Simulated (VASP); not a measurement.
Write the native input for VASP 6.6.1 that does the following.

| Property | Result |
| --- | --- |
| Task | single point |
| Functional | PBE |
| Potentials or basis | VASP PAW PBE potentials, release 64 (Hg, H) |
| Cutoff | 520 eV |
| k mesh | 3 × 3 × 6 |
| Occupations | gaussian, width 0.1 eV |
| Spin | no spin polarisation |
| Dipole correction | no |
| Further INCAR settings | ALGO = Normal; EDIFF = 1e-06; NBANDS = 28 |

The structure of HgH lies in POSCAR:

```
HgH
1.0
    6.5023227587      0.0000000000      0.0000000000
   -3.2511613793      5.6311766926      0.0000000000
    0.0000000000      0.0000000000      2.9232052625
Hg H
3 3
Direct
    0.5000000000      0.0000000000      0.0000000000
    0.5000000000      0.5000000000      0.0000000000
    0.0000000000      0.5000000000      0.0000000000
    0.0000000000      0.0000000000      0.0000000000
    0.3333333333      0.6666666667      0.5000000000
    0.6666666667      0.3333333333      0.5000000000
```

The input as run:

INCAR

```
SYSTEM = HgH
  PREC = Accurate
  ENCUT = 520
  EDIFF = 1E-6
  ISMEAR = 0
  SIGMA = 0.1
  LREAL = .FALSE.
  LASPH = .TRUE.
  NELM = 60
  ALGO = Normal
  ISIF = 2
  LWAVE = .FALSE.
  LCHARG = .TRUE.
  GGA = PE
  LELF = .TRUE.
  LVHAR = .TRUE.
  NBANDS = 28
```

KPOINTS

```
regular mesh
0
G
  3 3 6
  0 0 0
```

Potentials or basis: VASP PAW PBE potentials, release 64 (Hg, H).

Command:

```bash
$ cat potpaw_PBE.64/Hg/POTCAR potpaw_PBE.64/H/POTCAR > POTCAR
$ mpirun -np 1 vasp_std > vasp.out
```

Results of the run:

```yaml
Pressure: 0.2 GPa
```

Caveat: the k points lie up to 0.37 Å⁻¹ apart.

Wall time 51 s on 1 thread of AMD EPYC 7R43 64-Core Processor (Zen 3), on a shared host, peak memory 0.19 GiB.
